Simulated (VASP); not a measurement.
# LiH (Fm-3m) in VASP: further runs, part 2 of 2

VASP 6.6.1.

## Step 4: Single point, PBEsol

This run uses another cell than the first one, of 6.06 Å³/atom, 0.892 times its volume.

INCAR reads:

```
SYSTEM = LiH
  PREC = Accurate
  ENCUT = 520
  EDIFF = 1E-6
  ISMEAR = 0
  SIGMA = 0.01
  LREAL = .False.
  LASPH = .True.
  NELM = 100
  ALGO = Normal
  ISIF = 2
  LWAVE = .False.
  LCHARG = .False.
  GGA = PS
  NBANDS = 9
```

KPOINTS reads:

```
regular mesh
0
Gamma
  10 10 10
  0 0 0
```

POSCAR reads:

```
LiH
1.0
    0.0000000000      1.8234824343      1.8234824343
    1.8234824343      0.0000000000      1.8234824343
    1.8234824343      1.8234824343      0.0000000000
Li H
1 1
Direct
    0.0000000000      0.0000000000      0.0000000000
    0.5000000000      0.5000000000      0.5000000000
```

Potentials or basis: VASP PAW PBE potentials, release 64 (Li_sv, H).

On the command line:

```bash
$ cat potpaw_PBE.64/Li_sv/POTCAR potpaw_PBE.64/H/POTCAR > POTCAR
$ mpirun -np 1 vasp_std > vasp.out
```

OUTCAR:

```text
SYSTEM = LiH
   PREC = Accurate
   ENCUT = 520
   EDIFF = 1E-6
   ISMEAR = 0
   LREAL = .False.
   LASPH = .True.
   NELM = 100
   ISIF = 2
   GGA = PS

 ion  position               nearest neighbor table
   1  0.000  0.000  0.000-
   2  0.500  0.500  0.500-

  LATTYP: Found a face centered cubic cell.
 ALAT       =     3.6469648686

  Lattice vectors:

 A1 = (   0.0000000000,   1.8234824343,   1.8234824343)
 A2 = (   1.8234824343,   0.0000000000,   1.8234824343)
 A3 = (   1.8234824343,   1.8234824343,   0.0000000000)

Analysis of symmetry for initial positions (statically):
=====================================================================
 Subroutine PRICEL returns:
 Original cell was already a primitive cell.

 Routine SETGRP: Setting up the symmetry group for a
 face centered cubic supercell.

 Subroutine GETGRP returns: Found 48 space group operations
 (whereof 48 operations were pure point group operations)
 out of a pool of 48 trial point group operations.

The static configuration has the point symmetry O_h .

Analysis of symmetry for dynamics (positions and initial velocities):
=====================================================================
 Subroutine PRICEL returns:
 Original cell was already a primitive cell.

 Routine SETGRP: Setting up the symmetry group for a
 face centered cubic supercell.

 Subroutine GETGRP returns: Found 48 space group operations
 (whereof 48 operations were pure point group operations)
 out of a pool of 48 trial point group operations.

The dynamic configuration has the point symmetry O_h .

 Subroutine INISYM returns: Found 48 space group operations
 (whereof 48 operations are pure point group operations),
 and found     1 'primitive' translations

----------------------------------------------------------------------------------------

                                     Primitive cell

  volume of cell :      12.1265

  direct lattice vectors                    reciprocal lattice vectors
     0.000000000  1.823482434  1.823482434    -0.274200612  0.274200612  0.274200612
     1.823482434  0.000000000  1.823482434     0.274200612 -0.274200612  0.274200612
     1.823482434  1.823482434  0.000000000     0.274200612  0.274200612 -0.274200612

  length of vectors
     2.578793589  2.578793589  2.578793589     0.474929392  0.474929392  0.474929392

  position of ions in fractional coordinates (direct lattice)
     0.000000000  0.000000000  0.000000000
     0.500000000  0.500000000  0.500000000

  ion indices of the primitive-cell ions
   primitive index   ion index
                 1           1
                 2           2

----------------------------------------------------------------------------------------

 KPOINTS: regular mesh

Automatic generation of k-mesh.
 Grid dimensions read from file:
 generate k-points for:   10   10   10

 Generating k-lattice:

  Cartesian coordinates                     Fractional coordinates (reciprocal lattice)
    -0.027420061  0.027420061  0.027420061     0.100000000  0.000000000  0.000000000
     0.027420061 -0.027420061  0.027420061     0.000000000  0.100000000  0.000000000
     0.027420061  0.027420061 -0.027420061     0.000000000  0.000000000  0.100000000

  Length of vectors
     0.047492939  0.047492939  0.047492939

  Shift w.r.t. Gamma in fractional coordinates (k-lattice)
     0.000000000  0.000000000  0.000000000

 Subroutine IBZKPT returns following result:
 ===========================================

 Found     47 irreducible k-points:

 Following reciprocal coordinates:
            Coordinates               Weight
  0.000000  0.000000  0.000000      1.000000
  0.100000  0.000000  0.000000      8.000000
  0.200000  0.000000  0.000000      8.000000
  0.300000  0.000000  0.000000      8.000000
  0.400000  0.000000  0.000000      8.000000
  0.500000  0.000000  0.000000      4.000000
[... 16 lines left out ...]
  0.300000  0.300000  0.000000      6.000000
  0.400000  0.300000  0.000000     24.000000
 [... further k-points ...]
   k-points           NKPTS =     47   k-points in BZ     NKDIM =     47   number of bands    NBANDS=      9
   number of dos      NEDOS =    301   number of ions     NIONS =      2
   total plane-waves  NPLWV =   8000
   dimension x,y,z NGX =    20 NGY =   20 NGZ =   20
   dimension x,y,z NGXF=    40 NGYF=   40 NGZF=   40
   ions per type =               1   1
   NGX,Y,Z   is equivalent  to a cutoff of  12.89, 12.89, 12.89 a.u.
   NGXF,Y,Z  is equivalent  to a cutoff of  25.79, 25.79, 25.79 a.u.
 SYSTEM =  LiH
   PREC   = accura    normal or accurate (medium, high low for compatibility)
   ISTART =      0    job   : 0-new  1-cont  2-samecut
   ICHARG =      2    charge: 1-file 2-atom 10-const
   ISPIN  =      1    spin polarized calculation?
   LNONCOLLINEAR =      F non collinear calculations
   LSORBIT =      F    spin-orbit coupling
   LASPH  =      T    aspherical Exc in radial PAW
   ENCUT  =  520.0 eV  38.22 Ry    6.18 a.u.   4.79  4.79  4.79*2*pi/ulx,y,z
   NELM   =    100;   NELMIN=  2; NELMDL= -5     # of ELM steps
   EDIFF  = 0.1E-05   stopping-criterion for ELM
   LREAL  =      F    real-space projection
   EDIFFG = 0.1E-04   stopping-criterion for IOM
   NSW    =      0    number of steps for IOM
   IBRION =     -1    ionic relax: 0-MD 1-quasi-New 2-CG
   NFREE  =      0    steps in history (QN), initial steepest desc. (CG)
   ISIF   =      2    stress and relaxation
   ISYM   =      2    0-nonsym 1-usesym 2-fastsym
   POTIM  = 0.5000    time-step for ionic-motion
   TEBEG  =    0.0;   TEEND  =   0.0 temperature during run
   PSTRESS=    0.0 pullay stress
   NELECT =       4.0000    total number of electrons
   NUPDOWN=      -1.0000    fix difference up-down
   EMIN   =  10.00;   EMAX   =-10.00  energy-range for DOS
   EFERMI =   0.00;   METHOD = LEGACY
   ISMEAR =     0;   SIGMA  =   0.01  broadening in eV -4-tet -1-fermi 0-gaus
   EFERMI_NEDOS =   21; number of points for ismear=-14 and -15
   IALGO  =     38    algorithm
   IMIX   =      4    mixing-type and parameters
     AMIX     =   0.40;   BMIX     =  1.00
     AMIX_MAG =   1.60;   BMIX_MAG =  1.00
  volume/ion in A,a.u.               =       6.06        40.92
  Fermi-wavevector in a.u.,A,eV,Ry     =   1.131141  2.137546 17.408368  1.279479
  Thomas-Fermi vector in A             =   2.267839
   LORBIT       =      0    0 simple, 1 ext, 2 COOP (PROOUT), +10 PAW based schemes
   GGA     = PS    functional components
   LHFCALC =     F    Hartree Fock is set to
   AEXX    =    0.0000 exact exchange contribution
   IVDW    =     0    specifies the selected vdW correction
   LEPSILON=     F    determine dielectric tensor
   LRPA    =     F    only Hartree local field effects (RPA)
 non-spin polarized calculation
 Gauss-broadening in eV      SIGMA  =   0.01
  energy-cutoff  :      520.00
  volume of cell :       12.13
 maximum number of plane-waves:       332
   NGX =  9   NGY =  9   NGZ =  9

 number of electron       4.0000000 magnetization

 Free energy of the ion-electron system (eV)
  ---------------------------------------------------
  ext. energy  EPLUGINS =         0.00000000
  ---------------------------------------------------
  free energy    TOTEN  =        -5.97438306 eV

  energy without entropy =       -5.97438306  energy(sigma->0) =       -5.97438306

 E-fermi :   1.9983     XC(G=0):  -9.5684

 val. band max:        1.7093677968   @ k =   0.5000   0.5000   0.0000
 cond. band min:       4.1353472972   @ k =   0.5000   0.5000   0.0000
 fundamental gap:      2.4259795004
 Fermi energy:         1.9982746759

 k-point     1 :       0.0000    0.0000    0.0000
  band No.  band energies     occupation
      1     -41.9376      2.00000
      2      -4.9459      2.00000
      3      21.8638      0.00000
      4      22.4483      0.00000
      5      22.4483      0.00000
      6      22.4484      0.00000
      7      27.7352      0.00000
      8      27.7352      0.00000
      9      27.7352      0.00000

 k-point     2 :       0.1000    0.0000    0.0000
  band No.  band energies     occupation
      1     -41.9243      2.00000
      2      -4.7597      2.00000
      3      19.1626      0.00000
      4      21.9177      0.00000
      5      21.9372      0.00000
      6      21.9373      0.00000
      7      27.0980      0.00000
      8      28.7954      0.00000
      9      28.7954      0.00000
[... 253 lines left out ...]
 k-point    24 :       0.4000    0.3000    0.0000
  band No.  band energies     occupation
      1     -41.7917      2.00000
      2      -1.4207      2.00000
      3       9.1066      0.00000
      4      13.3439      0.00000
      5      14.9397      0.00000
      6      20.2387      0.00000
      7      23.0197      0.00000
      8      36.9265      0.00000
      9      36.9606      0.00000

 [... further k-points ...]
[... 5 lines left out ...]
  --------------------------------------------------------------------------------------
  -------------------------------------------------------------------------------------
  Total        1.1382187      1.1382187      1.1382187      0.0000000     -0.0000000      0.0000000
  in kB      150.3839681    150.3839681    150.3839681      0.0000000     -0.0000000      0.0000000
  external PRESSURE =     150.3839681 kB  Pullay stress =       0.0000000 kB

 VOLUME and BASIS-vectors are now :
 -----------------------------------------------------------------------------
  energy-cutoff  :      520.00
  volume of cell :       12.13
      direct lattice vectors                 reciprocal lattice vectors
     0.000000000  1.823482434  1.823482434    -0.274200612  0.274200612  0.274200612
     1.823482434  0.000000000  1.823482434     0.274200612 -0.274200612  0.274200612
     1.823482434  1.823482434  0.000000000     0.274200612  0.274200612 -0.274200612

 POSITION                                       TOTAL-FORCE (eV/Angst)
 -----------------------------------------------------------------------------------
      0.00000      0.00000      0.00000        -0.000000     -0.000000      0.000000
      1.82348      1.82348      1.82348         0.000000      0.000000     -0.000000
 -----------------------------------------------------------------------------------
    total drift:                                0.000000     -0.000000      0.000000

  FREE ENERGIE OF THE ION-ELECTRON SYSTEM (eV)
  ---------------------------------------------------
  free  energy   TOTEN  =        -5.9743830594 eV

  energy  without entropy=       -5.9743830594  energy(sigma->0) =       -5.97438306
```

OSZICAR:

```text
N       E                     dE             d eps       ncg     rms          rms(c)
DAV:   1    -0.149704054135E+01   -0.14970E+01   -0.15600E+03   870   0.424E+02
DAV:   2    -0.616135242556E+01   -0.46643E+01   -0.46300E+01  1208   0.567E+01
DAV:   3    -0.622121115379E+01   -0.59859E-01   -0.59817E-01  1027   0.497E+00
DAV:   4    -0.622147596643E+01   -0.26481E-03   -0.26478E-03  1155   0.266E-01
DAV:   5    -0.622147748481E+01   -0.15184E-05   -0.15184E-05  1017   0.126E-02    0.293E+00
DAV:   6    -0.603734965530E+01    0.18413E+00   -0.13752E-01   949   0.124E+00    0.150E+00
DAV:   7    -0.597297390192E+01    0.64376E-01   -0.18844E-01   963   0.159E+00    0.235E-01
DAV:   8    -0.597437518289E+01   -0.14013E-02   -0.35154E-03   927   0.464E-01    0.421E-02
DAV:   9    -0.597437243367E+01    0.27492E-05   -0.15400E-04  1094   0.694E-02    0.527E-03
DAV:  10    -0.597438262644E+01   -0.10193E-04   -0.64070E-06   940   0.203E-02    0.255E-03
DAV:  11    -0.597438305937E+01   -0.43293E-06   -0.28428E-07  1025   0.362E-03
   1 F= -.59743831E+01 E0= -.59743831E+01  d E =0.000000E+00
```

Wall time 7.5 s (1 thread of Intel Xeon 8259CL, shared host); peak memory 0.12 GiB.

Results:

```yaml
Free_energy: -5.9744 eV
Band_gap_on_the_k_mesh: 2.43 eV, direct
```

Levels at points of the mesh, in eV from the valence-band top:
```csv
k point,band 1,band 2,band 3,band 4,band 5
"(0.00, 0.00, 0.00)",-43.65,-6.66,20.15,20.74,20.74
"(0.50, 0.00, 0.00)",-43.51,-3.66,5.45,16.22,18.96
"(0.50, 0.50, 0.00)",-43.47,0.00,2.43,12.04,12.04
```

Caveat: the cutoff is under 1.25 times the usual one of these potentials, so pressure, stress and relaxed cells hold a basis-set (Pulay) error; the PAW data sets were made with another functional, which shifts forces and pressure a little. A k mesh can miss the band edges.

## Step 5: Single point, PBEsol

This run uses another cell than the first one, of 7.68 Å³/atom, 1.130 times its volume.

INCAR reads:

```
PREC     = Accurate       # precision mode
ENCUT    = 520            # plane-wave cutoff, eV
EDIFF    = 1E-6           # SCF threshold, eV
ISMEAR   = 0              # smearing method
SIGMA    = 0.01           # smearing width, eV
LREAL    = F              # projectors in reciprocal space
LASPH    = T              # aspherical terms in the spheres
NELM     = 80             # most SCF steps
ALGO     = Normal         # electronic algorithm
ISIF     = 2              # what is computed and relaxed
LWAVE    = F              # write WAVECAR
LCHARG   = F              # write CHGCAR
GGA      = PS             # functional
NBANDS   = 9              # bands
```

KPOINTS reads:

```
Automatic mesh
0
Gamma
  10 10 10
```

POSCAR reads:

```
LiH
1.0
    0.0000000000      1.9729300893      1.9729300893
    1.9729300893      0.0000000000      1.9729300893
    1.9729300893      1.9729300893      0.0000000000
Li H
1 1
Direct
    0.0000000000      0.0000000000      0.0000000000
    0.5000000000      0.5000000000      0.5000000000
```

Potentials or basis: VASP PAW PBE potentials, release 64 (Li_sv, H).

On the command line:

```bash
$ cat potpaw_PBE.64/Li_sv/POTCAR potpaw_PBE.64/H/POTCAR > POTCAR
$ mpirun -np 1 vasp_std > vasp.out
```

OUTCAR:

```text
PREC = Accurate
   ENCUT = 520
   EDIFF = 1E-6
   ISMEAR = 0
   LREAL = F
   LASPH = T
   NELM = 80
   ISIF = 2
   GGA = PS

 ion  position               nearest neighbor table
   1  0.000  0.000  0.000-
   2  0.500  0.500  0.500-

  LATTYP: Found a face centered cubic cell.
 ALAT       =     3.9458601786

  Lattice vectors:

 A1 = (   0.0000000000,   1.9729300893,   1.9729300893)
 A2 = (   1.9729300893,   0.0000000000,   1.9729300893)
 A3 = (   1.9729300893,   1.9729300893,   0.0000000000)

[... 461 lines left out ...]
      2      -2.1253      2.00000
      3       7.0692      0.00000
      4      10.8690      0.00000
      5      12.2513      0.00000
      6      16.7815      0.00000
      7      18.3844      0.00000
      8      30.7406      0.00000
      9      31.0692      0.00000

 [... further k-points ...]
[... 5 lines left out ...]
  --------------------------------------------------------------------------------------
  -------------------------------------------------------------------------------------
  Total        0.0782448      0.0782448      0.0782448      0.0000000      0.0000000      0.0000000
  in kB        8.1620791      8.1620791      8.1620791      0.0000000      0.0000000      0.0000000
  external PRESSURE =       8.1620791 kB  Pullay stress =       0.0000000 kB

 VOLUME and BASIS-vectors are now :
 -----------------------------------------------------------------------------
  energy-cutoff  :      520.00
  volume of cell :       15.36
      direct lattice vectors                 reciprocal lattice vectors
     0.000000000  1.972930089  1.972930089    -0.253430166  0.253430166  0.253430166
     1.972930089  0.000000000  1.972930089     0.253430166 -0.253430166  0.253430166
     1.972930089  1.972930089  0.000000000     0.253430166  0.253430166 -0.253430166

 POSITION                                       TOTAL-FORCE (eV/Angst)
 -----------------------------------------------------------------------------------
      0.00000      0.00000      0.00000         0.000000     -0.000000     -0.000000
      1.97293      1.97293      1.97293        -0.000000      0.000000      0.000000
 -----------------------------------------------------------------------------------
    total drift:                                0.000000     -0.000000     -0.000000

  FREE ENERGIE OF THE ION-ELECTRON SYSTEM (eV)
  ---------------------------------------------------
  free  energy   TOTEN  =        -6.1188228072 eV

  energy  without entropy=       -6.1188228072  energy(sigma->0) =       -6.11882281
```

stdout:

```text
POSCAR found type information on POSCAR LiH
 POSCAR found :  2 types and       2 ions
 scaLAPACK will be used
 -----------------------------------------------------------------------------
|                                                                             |
|                                                                             |
|     You enforced a specific xc type in the INCAR file but a different       |
|     I HOPE YOU KNOW WHAT YOU ARE DOING!                                     |
|                                                                             |
 -----------------------------------------------------------------------------

 LDA part: xc-table for (Slater+PW92), standard interpolation
 POSCAR, INCAR and KPOINTS ok, starting setup
 FFT: planning ... GRIDC
 FFT: planning ... GRID_SOFT
 FFT: planning ... GRID
 WAVECAR not read
 entering main loop
```

Run time: 8.2 s. Hardware: 1 thread of Intel Xeon 8259CL, shared host; peak memory 0.13 GiB.

Results:

```
Free energy            : -6.1188 eV
Band gap on the k mesh : 2.70 eV, direct
```

Levels at points of the mesh, in eV from the valence-band top:
| k point | band 1 | band 2 | band 3 | band 4 | band 5 |
| --- | --- | --- | --- | --- | --- |
| (0.00, 0.00, 0.00) | -43.67 | -5.73 | 16.72 | 18.20 | 18.20 |
| (0.50, 0.00, 0.00) | -43.61 | -2.85 | 4.81 | 13.98 | 16.72 |
| (0.50, 0.50, 0.00) | -43.59 | 0.00 | 2.70 | 10.85 | 10.85 |

Caveat: the cutoff is under 1.25 times the usual one of these potentials, so pressure, stress and relaxed cells hold a basis-set (Pulay) error; the PAW data sets were made with another functional, which shifts forces and pressure a little. A k mesh can miss the band edges.

## Step 6: Single point, PBEsol

This run uses another cell than the first one, of 7.50 Å³/atom, 1.103 times its volume.

INCAR reads:

```
ALGO = Normal
EDIFF = 1E-7
ENCUT = 520
GGA = PS
ISIF = 2
ISMEAR = 0
LASPH = T
LCHARG = F
LREAL = F
LWAVE = F
NBANDS = 9
NELM = 60
PREC = Accurate
SIGMA = 0.01
```

KPOINTS reads:

```
k-points
0
Gamma
  10 10 10
```

POSCAR reads:

```
LiH
1.0
    0.0000000000      1.9571438220      1.9571438220
    1.9571438220      0.0000000000      1.9571438220
    1.9571438220      1.9571438220      0.0000000000
Li H
1 1
Direct
    0.0000000000      0.0000000000      0.0000000000
    0.5000000000      0.5000000000      0.5000000000
```

Potentials or basis: VASP PAW PBE potentials, release 64 (Li_sv, H).

On the command line:

```bash
$ cat potpaw_PBE.64/Li_sv/POTCAR potpaw_PBE.64/H/POTCAR > POTCAR
$ mpirun -np 1 vasp_std > vasp.out
```

Run time: 9.6 s. Hardware: 1 thread of Intel Xeon 8259CL, shared host; peak memory 0.13 GiB.

The run converged. Its results:

```yaml
Free_energy: -6.1151 eV
Band_gap_on_the_k_mesh: 2.68 eV, direct
```

Levels at points of the mesh, in eV from the valence-band top:
| k point | band 1 | band 2 | band 3 | band 4 | band 5 | band 6 |
| --- | --- | --- | --- | --- | --- | --- |
| (0.00, 0.00, 0.00) | -43.65 | -5.82 | 17.04 | 18.45 | 18.45 | 18.45 |
| (0.50, 0.00, 0.00) | -43.59 | -2.92 | 4.87 | 14.19 | 16.94 | 16.94 |
| (0.50, 0.50, 0.00) | -43.57 | 0.00 | 2.68 | 10.96 | 10.96 | 14.13 |

Caveat: the cutoff is under 1.25 times the usual one of these potentials, so pressure, stress and relaxed cells hold a basis-set (Pulay) error; the PAW data sets were made with another functional, which shifts forces and pressure a little. A k mesh can miss the band edges.

## Step 7: Overview

| cell | gap on the mesh (eV) |
| --- | --- |
| a = 2.679 Å, angles 60.0°, 2 atoms | 2.58 |
| a = 2.637 Å, angles 60.0°, 2 atoms | 2.52 |
| a = 2.579 Å, angles 60.0°, 2 atoms | 2.43 |
| a = 2.790 Å, angles 60.0°, 2 atoms | 2.70 |
| a = 2.768 Å, angles 60.0°, 2 atoms | 2.68 |

Alike in all rows: task single point; level PBEsol; potentials or basis VASP PAW PBE potentials, release 64 (Li_sv, H); no spin polarisation; k mesh 10 × 10 × 10; cutoff (eV) 520; smearing gaussian 0.01 eV.

Caveats: the cutoff is under 1.25 times the usual one of these potentials, so pressure, stress and relaxed cells hold a basis-set (Pulay) error; the PAW data sets were made with another functional, which shifts forces and pressure a little.

Absolute energies hang on the potentials; compare differences alone.
